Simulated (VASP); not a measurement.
# Al (P6_3/mmc) in VASP: a series of runs, part 2 of 2

VASP 6.6.1.

**3. Single point, PBEsol**

INCAR reads:

```
SYSTEM = Al
  ALGO = Normal
  EDIFF = 1E-6
  ENCUT = 500
  GGA = PS
  GGA_COMPAT = .False.
  ISIF = 2
  ISMEAR = -1
  LASPH = .True.
  LCHARG = .False.
  LREAL = .False.
  LWAVE = .False.
  NBANDS = 10
  NELM = 120
  PREC = Accurate
  SIGMA = 0.15
```

KPOINTS reads:

```
k-points
0
Gamma
  5 5 3
  0 0 0
```

POSCAR reads:

```
Al
1.0
    2.8124550000      0.0000000000      0.0000000000
   -1.4062275000      2.4356574770      0.0000000000
    0.0000000000      0.0000000000      4.8668500000
Al
2
Direct
    0.6666666667      0.3333333333      0.7500000000
    0.3333333333      0.6666666667      0.2500000000
```

Potentials or basis: VASP PAW PBE potentials, release 64 (Al).

Run with:

```
$ cat potpaw_PBE.64/Al/POTCAR > POTCAR
$ mpirun -np 1 vasp_std > vasp.out
```

Wall time 3.8 s (1 thread of AMD EPYC 7R13, shared host); peak memory 0.11 GiB.

Results (log left out):

```
Free energy            : -8.2306 eV
Pressure               : -1.0 GPa
Band gap on the k mesh : zero (bands 3 and 4 overlap by 3.22 eV)
```

Stress tensor (GPa, compression positive):
```
-0.68  0.00  0.00
 0.00 -0.68  0.00
 0.00  0.00 -1.73
```

Levels at points of the mesh, in eV from the Fermi level:
| k point | band 1 | band 2 | band 3 | band 4 | band 5 | band 6 |
| --- | --- | --- | --- | --- | --- | --- |
| (0.00, 0.00, 0.00) | -11.34 | -5.34 | -5.11 | 10.86 | 11.14 | 11.14 |

Caveat: the k points lie up to 0.52 Å⁻¹ apart, too coarse for converged energies and pressures of a metal; the PAW data sets were made with another functional, which shifts forces and pressure a little.

**4. Single point, PBEsol**

INCAR reads:

```
  PREC = Accurate
  ENCUT = 500
  EDIFF = 1E-6
  ISMEAR = -1
  SIGMA = 0.15
  LREAL = False
  LASPH = True
  NELM = 120
  ALGO = Normal
  ISIF = 2
  LWAVE = False
  LCHARG = False
  GGA = PS
  NBANDS = 10
  GGA_COMPAT = False
```

KPOINTS reads:

```
Automatic mesh
0
Gamma
  7 7 4
```

POSCAR is that of step 3.

Potentials or basis: VASP PAW PBE potentials, release 64 (Al).

Run with:

```
$ cat potpaw_PBE.64/Al/POTCAR > POTCAR
$ mpirun -np 1 vasp_std > vasp.out
```

OUTCAR:

```text
PREC = Accurate
   ENCUT = 500
   EDIFF = 1E-6
   ISMEAR = -1
   LREAL = False
   LASPH = True
   NELM = 120
   ISIF = 2
   GGA = PS

 ion  position               nearest neighbor table
   1  0.667  0.333  0.750-   2 2.93   2 2.93   2 2.93   2 2.93   2 2.93   2 2.93
   2  0.333  0.667  0.250-   1 2.93   1 2.93   1 2.93   1 2.93   1 2.93   1 2.93

  LATTYP: Found a hexagonal cell.
 ALAT       =     2.8124550000
 C/A-ratio  =     1.7304632430

  Lattice vectors:

[... 496 lines left out ...]
     10      18.8586      0.00000

------------------------ aborting loop because EDIFF is reached ----------------------------------------

  FORCE on cell =-STRESS in cart. coord.  units (eV):
  Direction    XX          YY          ZZ          XY          YZ          ZX
  --------------------------------------------------------------------------------------
  -------------------------------------------------------------------------------------
  Total        0.0826922      0.0826922     -0.8897352      0.0000000     -0.0000000      0.0000000
  in kB        3.9739795      3.9739795    -42.7584138      0.0000000     -0.0000000      0.0000000
  external PRESSURE =     -11.6034849 kB  Pullay stress =       0.0000000 kB

 VOLUME and BASIS-vectors are now :
 -----------------------------------------------------------------------------
  energy-cutoff  :      500.00
  volume of cell :       33.34
      direct lattice vectors                 reciprocal lattice vectors
     2.812455000  0.000000000  0.000000000     0.355561245  0.205283380  0.000000000
    -1.406227500  2.435657477  0.000000000     0.000000000  0.410566760  0.000000000
     0.000000000  0.000000000  4.866850000     0.000000000  0.000000000  0.205471712

 POSITION                                       TOTAL-FORCE (eV/Angst)
 -----------------------------------------------------------------------------------
      1.40623      0.81189      3.65014        -0.000000      0.000000      0.000000
     -0.00000      1.62377      1.21671         0.000000     -0.000000      0.000000
 -----------------------------------------------------------------------------------
    total drift:                                0.000000     -0.000000      0.000000

  FREE ENERGIE OF THE ION-ELECTRON SYSTEM (eV)
  ---------------------------------------------------
  free  energy   TOTEN  =        -8.1327884383 eV

  energy  without entropy=       -8.0666871569  energy(sigma->0) =       -8.09973780
```

OSZICAR:

```text
N       E                     dE             d eps       ncg     rms          rms(c)
DAV:   1    -0.126525105864E+01   -0.12653E+01   -0.22767E+03   480   0.454E+02
DAV:   2    -0.805015474909E+01   -0.67849E+01   -0.64245E+01   634   0.534E+01
DAV:   3    -0.819082543524E+01   -0.14067E+00   -0.14013E+00   652   0.624E+00
DAV:   4    -0.819137257251E+01   -0.54714E-03   -0.54711E-03   586   0.468E-01
DAV:   5    -0.819137741753E+01   -0.48450E-05   -0.48447E-05   598   0.425E-02    0.193E+00
DAV:   6    -0.815618038636E+01    0.35197E-01   -0.47453E-03   566   0.324E-01    0.109E+00
DAV:   7    -0.813294488797E+01    0.23235E-01   -0.11819E-02   518   0.493E-01    0.190E-01
DAV:   8    -0.813279096042E+01    0.15393E-03   -0.15073E-04   684   0.685E-02    0.131E-02
DAV:   9    -0.813278920368E+01    0.17567E-05   -0.14041E-06   534   0.643E-03    0.250E-03
DAV:  10    -0.813278843829E+01    0.76539E-06   -0.77937E-08   308   0.131E-03
   1 F= -.81327884E+01 E0= -.80997378E+01  d E =-.661013E-01
```

stdout:

```text
POSCAR found type information on POSCAR Al
 POSCAR found :  1 types and       2 ions
 scaLAPACK will be used
 -----------------------------------------------------------------------------
|                                                                             |
|                                                                             |
|     You enforced a specific xc type in the INCAR file but a different       |
|     I HOPE YOU KNOW WHAT YOU ARE DOING!                                     |
|                                                                             |
 -----------------------------------------------------------------------------

 LDA part: xc-table for (Slater+PW92), standard interpolation
 POSCAR, INCAR and KPOINTS ok, starting setup
 FFT: planning ... GRIDC
 FFT: planning ... GRID_SOFT
 FFT: planning ... GRID
 WAVECAR not read
 entering main loop
```

Run time: 6.7 s. Hardware: 1 thread of AMD EPYC 7R13, shared host; peak memory 0.11 GiB.

What came out:

```
Free energy            : -8.1328 eV
Pressure               : -1.2 GPa
Band gap on the k mesh : zero (bands 3 and 4 overlap by 6.26 eV)
```

Stress tensor (GPa, compression positive):
```
 0.40  0.00  0.00
 0.00  0.40  0.00
 0.00  0.00 -4.28
```

Caveat: the k points lie up to 0.37 Å⁻¹ apart, too coarse for converged energies and pressures of a metal; the PAW data sets were made with another functional, which shifts forces and pressure a little.

**5. Single point, PBEsol**

INCAR reads:

```
SYSTEM = Al
ALGO = Normal ; EDIFF = 1E-6
ENCUT = 500 ; GGA = PS
GGA_COMPAT = .False. ; ISIF = 2
ISMEAR = -1 ; LASPH = .True.
LCHARG = .True. ; LELF = .True.
LREAL = .False. ; LVHAR = .True.
LWAVE = .False. ; NBANDS = 10
NELM = 120 ; PREC = Accurate
SIGMA = 0.15
```

KPOINTS reads:

```
k-points
0
Gamma
  9 9 5
  0 0 0
```

POSCAR is that of step 4.

Run with:

```
$ cat potpaw_PBE.64/Al/POTCAR > POTCAR
$ mpirun -np 1 vasp_std > vasp.out
```

Run time: 10 s. Hardware: 1 thread of AMD EPYC 7R13, shared host; peak memory 0.12 GiB.

Results (log left out):

```
Free energy            : -8.1586 eV
Pressure               : -1.3 GPa
Band gap on the k mesh : zero (bands 3 and 4 overlap by 4.66 eV)
```

Stress tensor (GPa, compression positive):
```
-1.07  0.00  0.00
 0.00 -1.07  0.00
 0.00  0.00 -1.71
```

Levels at points of the mesh, in eV from the Fermi level:
| k point | band 1 | band 2 | band 3 | band 4 | band 5 | band 6 |
| --- | --- | --- | --- | --- | --- | --- |
| (0.00, 0.00, 0.00) | -11.07 | -5.07 | -4.84 | 11.13 | 11.41 | 11.41 |

Caveat: the PAW data sets were made with another functional, which shifts forces and pressure a little.

**6. Summary**

| k mesh | gap on the mesh (eV) | pressure (GPa) |
| --- | --- | --- |
| 3 × 3 × 2 | none | -0.4 |
| 5 × 5 × 3 | none | -1.0 |
| 7 × 7 × 4 | none | -1.2 |
| 9 × 9 × 5 | none | -1.3 |

Alike in all rows: task single point; level PBEsol; potentials or basis VASP PAW PBE potentials, release 64 (Al); no spin polarisation; cell as given; cutoff (eV) 500; smearing fermi-dirac 0.15 eV.

Caveats: some runs use coarse meshes; the PAW data sets were made with another functional, which shifts forces and pressure a little.

Absolute energies hang on the potentials; compare differences alone.
